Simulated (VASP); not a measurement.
# Na (P6_3/mmc) in VASP: further runs

Na is run at these levels: LDA; tasks: electric field gradients.

Program: VASP 6.6.1. These are calculated values, not measurements. Logs are shortened: lines on timing, memory, paths and dates and some standing lists are left out, and cuts for length are marked.

## Step 1: The cell of the first run

The structure is hexagonal, space group P6_3/mmc (No. 194). Conventional cell: a = 3.754 Å, b = 3.754 Å, c = 6.133 Å, α = 90.00°, β = 90.00°, γ = 120.00°. Within 4.9 Å of Na (site symmetry -6m2) lie 12 Na at 3.75 to 3.76 Å.

## Step 2: Electric field gradients, LDA (volume scaled by 0.99)

INCAR

```
ALGO     = Normal         # electronic algorithm
EDIFF    = 1E-8           # SCF threshold, eV
ENCUT    = 520            # plane-wave cutoff, eV
ISIF     = 2              # what is computed and relaxed
ISMEAR   = -1             # smearing method
LASPH    = T              # aspherical terms in the spheres
LCHARG   = F              # write CHGCAR
LEFG     = T            
LREAL    = F              # projectors in reciprocal space
LWAVE    = F              # write WAVECAR
NBANDS   = 14             # bands
NELM     = 80             # most SCF steps
PREC     = Accurate       # precision mode
SIGMA    = 0.05           # smearing width, eV
```

KPOINTS

```
k-points
0
Gamma
  11 11 6
```

POSCAR

```
Na
1.0
    3.7544022380      0.0000000000      0.0000000000
   -1.8772011190      3.2514077141      0.0000000000
    0.0000000000      0.0000000000      6.1334179065
Na
2
Direct
    0.3333333333      0.6666666667      0.2500000000
    0.6666666667      0.3333333333      0.7500000000
```

Potentials or basis: VASP PAW LDA potentials, release 64 (Na_pv).

The run is started by

```sh
$ cat potpaw_LDA.64/Na_pv/POTCAR > POTCAR
$ mpirun -np 1 vasp_std > vasp.out
```

OUTCAR:

```text
EDIFF = 1E-8
   ENCUT = 520
   ISIF = 2
   ISMEAR = -1
   LASPH = T
   LREAL = F
   NELM = 80
   PREC = Accurate

 ion  position               nearest neighbor table
   1  0.333  0.667  0.250-
   2  0.667  0.333  0.750-

  LATTYP: Found a hexagonal cell.
 ALAT       =     3.7544022380
 C/A-ratio  =     1.6336603053

  Lattice vectors:

 A1 = (   3.7544022380,   0.0000000000,   0.0000000000)
 A2 = (  -1.8772011190,   3.2514077141,   0.0000000000)
 A3 = (   0.0000000000,   0.0000000000,   6.1334179065)

Analysis of symmetry for initial positions (statically):
=====================================================================
 Subroutine PRICEL returns:
 Original cell was already a primitive cell.

 Routine SETGRP: Setting up the symmetry group for a
 hexagonal supercell.

 Subroutine GETGRP returns: Found 24 space group operations
 (whereof 12 operations were pure point group operations)
 out of a pool of 24 trial point group operations.

The static configuration has the point symmetry D_3d.
 The point group associated with its full space group is D_6h.

Analysis of symmetry for dynamics (positions and initial velocities):
=====================================================================
 Subroutine PRICEL returns:
 Original cell was already a primitive cell.

 Routine SETGRP: Setting up the symmetry group for a
 hexagonal supercell.

 Subroutine GETGRP returns: Found 24 space group operations
 (whereof 12 operations were pure point group operations)
 out of a pool of 24 trial point group operations.

The dynamic configuration has the point symmetry D_3d.
 The point group associated with its full space group is D_6h.

 Subroutine INISYM returns: Found 24 space group operations
 (whereof 12 operations are pure point group operations),
 and found     1 'primitive' translations

----------------------------------------------------------------------------------------

                                     Primitive cell

  volume of cell :      74.8712

  direct lattice vectors                    reciprocal lattice vectors
     3.754402238  0.000000000  0.000000000     0.266353986  0.153779545  0.000000000
    -1.877201119  3.251407714  0.000000000     0.000000000  0.307559091  0.000000000
     0.000000000  0.000000000  6.133417907     0.000000000  0.000000000  0.163041230

  length of vectors
     3.754402238  3.754402238  6.133417907     0.307559091  0.307559091  0.163041230

  position of ions in fractional coordinates (direct lattice)
     0.333333333  0.666666667  0.250000000
     0.666666667  0.333333333  0.750000000

  ion indices of the primitive-cell ions
   primitive index   ion index
                 1           1
                 2           2

----------------------------------------------------------------------------------------

 KPOINTS: k-points

Automatic generation of k-mesh.
 Grid dimensions read from file:
 generate k-points for:   11   11    6

 Generating k-lattice:

  Cartesian coordinates                     Fractional coordinates (reciprocal lattice)
     0.024213999  0.013979959  0.000000000     0.090909091  0.000000000  0.000000000
     0.000000000  0.027959917  0.000000000     0.000000000  0.090909091  0.000000000
     0.000000000  0.000000000  0.027173538     0.000000000  0.000000000  0.166666667

  Length of vectors
     0.027959917  0.027959917  0.027173538

  Shift w.r.t. Gamma in fractional coordinates (k-lattice)
     0.000000000  0.000000000  0.000000000

 Subroutine IBZKPT returns following result:
 ===========================================

 Found     64 irreducible k-points:

 Following reciprocal coordinates:
            Coordinates               Weight
  0.000000  0.000000  0.000000      1.000000
  0.090909  0.000000  0.000000      6.000000
  0.181818  0.000000  0.000000      6.000000
  0.272727  0.000000  0.000000      6.000000
  0.363636  0.000000  0.000000      6.000000
  0.454545  0.000000  0.000000      6.000000
[... 16 lines left out ...]
  0.090909  0.090909  0.166667     12.000000
  0.181818  0.090909  0.166667     24.000000
 [... further k-points ...]
   k-points           NKPTS =     64   k-points in BZ     NKDIM =     64   number of bands    NBANDS=     14
   number of dos      NEDOS =    301   number of ions     NIONS =      2
   total plane-waves  NPLWV =  37632
   dimension x,y,z NGX =    28 NGY =   28 NGZ =   48
   dimension x,y,z NGXF=    56 NGYF=   56 NGZF=   96
   ions per type =               2
   NGX,Y,Z   is equivalent  to a cutoff of  12.40, 12.40, 13.01 a.u.
   NGXF,Y,Z  is equivalent  to a cutoff of  24.80, 24.80, 26.02 a.u.
 SYSTEM =  unknown system
   PREC   = accura    normal or accurate (medium, high low for compatibility)
   ISTART =      0    job   : 0-new  1-cont  2-samecut
   ICHARG =      2    charge: 1-file 2-atom 10-const
   ISPIN  =      1    spin polarized calculation?
   LNONCOLLINEAR =      F non collinear calculations
   LSORBIT =      F    spin-orbit coupling
   LASPH  =      T    aspherical Exc in radial PAW
   ENCUT  =  520.0 eV  38.22 Ry    6.18 a.u.   6.98  6.98 11.40*2*pi/ulx,y,z
   NELM   =     80;   NELMIN=  2; NELMDL= -5     # of ELM steps
   EDIFF  = 0.1E-07   stopping-criterion for ELM
   LREAL  =      F    real-space projection
   EDIFFG = 0.1E-06   stopping-criterion for IOM
   NSW    =      0    number of steps for IOM
   IBRION =     -1    ionic relax: 0-MD 1-quasi-New 2-CG
   NFREE  =      0    steps in history (QN), initial steepest desc. (CG)
   ISIF   =      2    stress and relaxation
   ISYM   =      2    0-nonsym 1-usesym 2-fastsym
   POTIM  = 0.5000    time-step for ionic-motion
   TEBEG  =    0.0;   TEEND  =   0.0 temperature during run
   PSTRESS=    0.0 pullay stress
   NELECT =      14.0000    total number of electrons
   NUPDOWN=      -1.0000    fix difference up-down
   EMIN   =  10.00;   EMAX   =-10.00  energy-range for DOS
   EFERMI =   0.00;   METHOD = LEGACY
   ISMEAR =    -1;   SIGMA  =   0.05  broadening in eV -4-tet -1-fermi 0-gaus
   EFERMI_NEDOS =   21; number of points for ismear=-14 and -15
   IALGO  =     38    algorithm
   IMIX   =      4    mixing-type and parameters
     AMIX     =   0.40;   BMIX     =  1.00
     AMIX_MAG =   1.60;   BMIX_MAG =  1.00
  volume/ion in A,a.u.               =      37.44       252.63
  Fermi-wavevector in a.u.,A,eV,Ry     =   0.936151  1.769069 11.923856  0.876379
  Thomas-Fermi vector in A             =   2.063131
   LORBIT       =      0    0 simple, 1 ext, 2 COOP (PROOUT), +10 PAW based schemes
   GGA     = CA    functional components
   LHFCALC =     F    Hartree Fock is set to
   AEXX    =    0.0000 exact exchange contribution
   IVDW    =     0    specifies the selected vdW correction
   LEPSILON=     F    determine dielectric tensor
   LRPA    =     F    only Hartree local field effects (RPA)
 non-spin polarized calculation
  energy-cutoff  :      520.00
  volume of cell :       74.87
 maximum number of plane-waves:      2036
 NGX is ok and might be reduce to    28
   NGX = 13   NGY = 13   NGZ = 23

 number of electron      14.0000005 magnetization

 Free energy of the ion-electron system (eV)
  ---------------------------------------------------
  ext. energy  EPLUGINS =         0.00000000
  ---------------------------------------------------
  free energy    TOTEN  =        -2.88455571 eV

  energy without entropy =       -2.87354204  energy(sigma->0) =       -2.87904887

 E-fermi :   0.1522     XC(G=0):  -6.7000

 val. band max:        0.1253212795   @ k =   0.1818   0.0000   0.1667
 cond. band min:       0.1636788608   @ k =   0.2727   0.2727   0.1667
 fundamental gap:      0.0383575814
 Fermi energy:         0.1522121544

 k-point     1 :       0.0000    0.0000    0.0000
  band No.  band energies     occupation
      1     -24.8481      2.00000
      2     -24.8193      2.00000
      3     -24.8193      2.00000
      4     -24.8145      2.00000
      5     -24.8145      2.00000
      6     -24.8137      2.00000
      7      -3.1299      2.00000
      8       0.7113      0.00003
      9       1.0345      0.00000
     10      10.0295      0.00000
     11      10.0295      0.00000
     12      10.3110      0.00000
     13      10.3110      0.00000
     14      10.5620      0.00000
[... 375 lines left out ...]
 k-point    24 :       0.1818    0.0909    0.1667
  band No.  band energies     occupation
      1     -24.8415      2.00000
      2     -24.8297      2.00000
      3     -24.8284      2.00000
      4     -24.8226      2.00000
      5     -24.8179      2.00000
      6     -24.8168      2.00000
      7      -2.1722      2.00000
      8       0.4664      0.00373
      9       3.0272      0.00000
     10       5.4008      0.00000
     11       6.5821      0.00000
     12       7.8969      0.00000
     13       8.9906      0.00000
     14       9.9646      0.00000

 [... further k-points ...]
[... 5 lines left out ...]
  --------------------------------------------------------------------------------------
  -------------------------------------------------------------------------------------
  Total       -0.4378794     -0.4378794     -0.3098673      0.0000000      0.0000000      0.0000000
  in kB       -9.3702302     -9.3702302     -6.6308866      0.0000000      0.0000000      0.0000000
  external PRESSURE =      -8.4571157 kB  Pullay stress =       0.0000000 kB

 VOLUME and BASIS-vectors are now :
 -----------------------------------------------------------------------------
  energy-cutoff  :      520.00
  volume of cell :       74.87
      direct lattice vectors                 reciprocal lattice vectors
     3.754402238  0.000000000  0.000000000     0.266353986  0.153779545  0.000000000
    -1.877201119  3.251407714  0.000000000     0.000000000  0.307559091  0.000000000
     0.000000000  0.000000000  6.133417907     0.000000000  0.000000000  0.163041230

 POSITION                                       TOTAL-FORCE (eV/Angst)
 -----------------------------------------------------------------------------------
     -0.00000      2.16761      1.53335         0.000000      0.000000      0.000000
      1.87720      1.08380      4.60006        -0.000000      0.000000      0.000000
 -----------------------------------------------------------------------------------
    total drift:                                0.000000     -0.000000      0.000000

  FREE ENERGIE OF THE ION-ELECTRON SYSTEM (eV)
  ---------------------------------------------------
  free  energy   TOTEN  =        -2.8845557068 eV

  energy  without entropy=       -2.8735420402  energy(sigma->0) =       -2.87904887

 Electric field gradients (V/A^2)
---------------------------------------------------------------------
 ion       V_xx      V_yy      V_zz      V_xy      V_xz      V_yz
---------------------------------------------------------------------
   1       0.254     0.253    -0.507    -0.001    -0.000     0.000
   2       0.254     0.253    -0.507    -0.001     0.000    -0.000
---------------------------------------------------------------------

 Electric field gradients after diagonalization (V/A^2)
 (convention: |V_zz| > |V_xx| > |V_yy|)
----------------------------------------------------------------------
 ion       V_xx      V_yy      V_zz     asymmetry (V_yy - V_xx)/ V_zz
----------------------------------------------------------------------
   1       0.255     0.252    -0.507       0.005
   2       0.255     0.252    -0.507       0.005
----------------------------------------------------------------------

           NMR quadrupolar parameters

 Cq : quadrupolar parameter    Cq=e*Q*V_zz/h
 eta: asymmetry parameters     (V_yy - V_xx)/ V_zz
 Q  : nuclear electric quadrupole moment in mb (millibarn)
----------------------------------------------------------------------
 ion       Cq(MHz)       eta       Q (mb)
----------------------------------------------------------------------
   1      -0.001       0.005       1.000
   2      -0.001       0.005       1.000
----------------------------------------------------------------------
```

It took 16 s on 1 thread of Intel Xeon 6975P-C (Granite Rapids), shared host; peak memory 0.18 GiB.

Results:

```
Free energy            : -2.8846 eV
Pressure               : -0.8 GPa
Band gap on the k mesh : zero (band 7 reaches 1.92 eV, above the bottom of band 8 at -2.11 eV)
```

Electric field gradients, principal values (V/Å²):
```tsv
atom	least	middle	greatest (by size)
1 Na	0.252	0.255	-0.507
2 Na	0.252	0.255	-0.507
```

Caveat: without QUAD_EFG the Cq values of the log hold for a quadrupole moment of 1 mb, not for the nuclei.

## Step 3: Electric field gradients, LDA (volume scaled by 0.99)

INCAR

```
SYSTEM = Na
ALGO     = Normal         ! electronic algorithm
EDIFF    = 1E-8           ! SCF threshold, eV
ENCUT    = 520            ! plane-wave cutoff, eV
ISIF     = 2              ! what is computed and relaxed
ISMEAR   = -1             ! smearing method
LASPH    = .True.         ! aspherical terms in the spheres
LCHARG   = .False.        ! write CHGCAR
LEFG     = .True.       
LREAL    = .False.        ! projectors in reciprocal space
LWAVE    = .False.        ! write WAVECAR
NBANDS   = 14             ! bands
NELM     = 80             ! most SCF steps
PREC     = Accurate       ! precision mode
SIGMA    = 0.05           ! smearing width, eV
```

KPOINTS

```
k-points
0
Gamma
  11 11 6
  0 0 0
```

POSCAR is that of step 2.

Potentials or basis: VASP PAW LDA potentials, release 64 (Na_pv).

The run is started by

```sh
$ cat potpaw_LDA.64/Na_pv/POTCAR > POTCAR
$ mpirun -np 1 vasp_std > vasp.out
```

OUTCAR:

```text
SYSTEM = Na
   EDIFF = 1E-8
   ENCUT = 520
   ISIF = 2
   ISMEAR = -1
   LASPH = .True.
   LREAL = .False.
   NELM = 80
   PREC = Accurate

 ion  position               nearest neighbor table
   1  0.333  0.667  0.250-
   2  0.667  0.333  0.750-

  LATTYP: Found a hexagonal cell.
 ALAT       =     3.7544022380
 C/A-ratio  =     1.6336603053

  Lattice vectors:

 A1 = (   3.7544022380,   0.0000000000,   0.0000000000)
 A2 = (  -1.8772011190,   3.2514077141,   0.0000000000)
 A3 = (   0.0000000000,   0.0000000000,   6.1334179065)

Analysis of symmetry for initial positions (statically):
=====================================================================
 Subroutine PRICEL returns:
 Original cell was already a primitive cell.

 Routine SETGRP: Setting up the symmetry group for a
 hexagonal supercell.

 Subroutine GETGRP returns: Found 24 space group operations
 (whereof 12 operations were pure point group operations)
 out of a pool of 24 trial point group operations.

The static configuration has the point symmetry D_3d.
 The point group associated with its full space group is D_6h.

Analysis of symmetry for dynamics (positions and initial velocities):
=====================================================================
 Subroutine PRICEL returns:
 Original cell was already a primitive cell.

 Routine SETGRP: Setting up the symmetry group for a
 hexagonal supercell.

 Subroutine GETGRP returns: Found 24 space group operations
 (whereof 12 operations were pure point group operations)
 out of a pool of 24 trial point group operations.

The dynamic configuration has the point symmetry D_3d.
 The point group associated with its full space group is D_6h.

[... 165 lines left out ...]
     11      10.0295      0.00000
     12      10.3110      0.00000
     13      10.3110      0.00000
     14      10.5620      0.00000
[... 377 lines left out ...]
      1     -24.8415      2.00000
      2     -24.8297      2.00000
      3     -24.8284      2.00000
      4     -24.8226      2.00000
      5     -24.8179      2.00000
      6     -24.8168      2.00000
      7      -2.1722      2.00000
      8       0.4664      0.00373
      9       3.0272      0.00000
     10       5.4008      0.00000
     11       6.5821      0.00000
     12       7.8969      0.00000
     13       8.9906      0.00000
     14       9.9646      0.00000

 [... further k-points ...]
[... 5 lines left out ...]
  --------------------------------------------------------------------------------------
  -------------------------------------------------------------------------------------
  Total       -0.4378794     -0.4378794     -0.3098673      0.0000000      0.0000000      0.0000000
  in kB       -9.3702302     -9.3702302     -6.6308866      0.0000000      0.0000000      0.0000000
  external PRESSURE =      -8.4571157 kB  Pullay stress =       0.0000000 kB

 VOLUME and BASIS-vectors are now :
 -----------------------------------------------------------------------------
  energy-cutoff  :      520.00
  volume of cell :       74.87
      direct lattice vectors                 reciprocal lattice vectors
     3.754402238  0.000000000  0.000000000     0.266353986  0.153779545  0.000000000
    -1.877201119  3.251407714  0.000000000     0.000000000  0.307559091  0.000000000
     0.000000000  0.000000000  6.133417907     0.000000000  0.000000000  0.163041230

 POSITION                                       TOTAL-FORCE (eV/Angst)
 -----------------------------------------------------------------------------------
     -0.00000      2.16761      1.53335         0.000000      0.000000      0.000000
      1.87720      1.08380      4.60006        -0.000000      0.000000      0.000000
 -----------------------------------------------------------------------------------
    total drift:                                0.000000     -0.000000      0.000000

  FREE ENERGIE OF THE ION-ELECTRON SYSTEM (eV)
  ---------------------------------------------------
  free  energy   TOTEN  =        -2.8845557068 eV

  energy  without entropy=       -2.8735420402  energy(sigma->0) =       -2.87904887

 Electric field gradients (V/A^2)
---------------------------------------------------------------------
 ion       V_xx      V_yy      V_zz      V_xy      V_xz      V_yz
---------------------------------------------------------------------
   1       0.254     0.253    -0.507    -0.001    -0.000     0.000
   2       0.254     0.253    -0.507    -0.001     0.000    -0.000
---------------------------------------------------------------------

 Electric field gradients after diagonalization (V/A^2)
 (convention: |V_zz| > |V_xx| > |V_yy|)
----------------------------------------------------------------------
 ion       V_xx      V_yy      V_zz     asymmetry (V_yy - V_xx)/ V_zz
----------------------------------------------------------------------
   1       0.255     0.252    -0.507       0.005
   2       0.255     0.252    -0.507       0.005
----------------------------------------------------------------------

           NMR quadrupolar parameters

 Cq : quadrupolar parameter    Cq=e*Q*V_zz/h
 eta: asymmetry parameters     (V_yy - V_xx)/ V_zz
 Q  : nuclear electric quadrupole moment in mb (millibarn)
----------------------------------------------------------------------
 ion       Cq(MHz)       eta       Q (mb)
----------------------------------------------------------------------
   1      -0.001       0.005       1.000
   2      -0.001       0.005       1.000
----------------------------------------------------------------------
```

Run time: 16 s. Hardware: 1 thread of Intel Xeon 6975P-C (Granite Rapids), shared host; peak memory 0.17 GiB.

What came out:

```yaml
Free_energy: -2.8846 eV
Pressure: -0.8 GPa
Band_gap_on_the_k_mesh: zero (band 7 reaches 1.92 eV, above the bottom of band 8 at -2.11 eV)
```

Levels at points of the mesh, in eV from the Fermi level:
| k point | band 4 | band 5 | band 6 | band 7 | band 8 | band 9 | band 10 | band 11 |
| --- | --- | --- | --- | --- | --- | --- | --- | --- |
| (0.00, 0.00, 0.00) | -24.97 | -24.97 | -24.97 | -3.28 | 0.56 | 0.88 | 9.88 | 9.88 |
| (0.00, 0.00, 0.50) | -24.97 | -24.97 | -24.97 | -2.26 | -2.26 | 5.45 | 5.45 | 10.46 |

Electric field gradients, principal values (V/Å²):
```
atom  least  middle  greatest (by size)
1 Na  0.252   0.255              -0.507
2 Na  0.252   0.255              -0.507
```

Caveat: without QUAD_EFG the Cq values of the log hold for a quadrupole moment of 1 mb, not for the nuclei.

(Continued in part 2 of 2.)
